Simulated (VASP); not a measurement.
Input of a VASP 6.6.1 run:

File INCAR:

```
PREC = Accurate ; ENCUT = 600
EDIFF = 1E-6 ; ISMEAR = 0
SIGMA = 0.2 ; LREAL = False
LASPH = True ; NELM = 100
ALGO = Normal ; ISIF = 3
LWAVE = False ; LCHARG = False
GGA = PE ; IBRION = 2
NSW = 36 ; EDIFFG = -0.08
```

Contents of KPOINTS:

```
Automatic mesh
0
Gamma
  5 5 2
```

POSCAR

```
Sc2Ga4S
1.0
    4.0000000000      0.0000000000      0.0000000000
   -2.0000000000      3.4641016200      0.0000000000
    0.0000000000      0.0000000000      9.2500000000
Sc Ga S
2 4 1
Direct
    0.3333333300      0.6666666700      0.1400000000
    0.6666666700      0.3333333300      0.8600000000
    0.0000000000      0.0000000000      0.6700000000
    0.3333333300      0.6666666700      0.5800000000
    0.0000000000      0.0000000000      0.3300000000
    0.6666666700      0.3333333300      0.4200000000
    0.0000000000      0.0000000000      0.0000000000
```

Potentials or basis: VASP PAW PBE potentials, release 64 (Sc_sv, Ga_d, S).

Launch:

```sh
$ cat potpaw_PBE.64/Sc_sv/POTCAR potpaw_PBE.64/Ga_d/POTCAR potpaw_PBE.64/S/POTCAR > POTCAR
$ mpirun -np 1 vasp_std > vasp.out
```

Q: What does it give for the space group after relaxing (to 0.1 Å)?

A: P-3m1 (No. 164).

Q: What does it give for the band gap on the k mesh?

A: Zero (bands 40 and 41 overlap by 0.85 eV).

Q: Estimate the relaxed cell.

A: a = 4.096 Å, b = 4.096 Å, c = 9.613 Å, α = 90.00°, β = 90.00°, γ = 120.00°.

Stress tensor (GPa, compression positive):
```
 0.26  0.00  0.00
 0.00  0.26  0.00
 0.00  0.00 -0.03
```

Caveat: the k points lie up to 0.35 Å⁻¹ apart in the final cell, too coarse for converged energies and pressures of a metal.
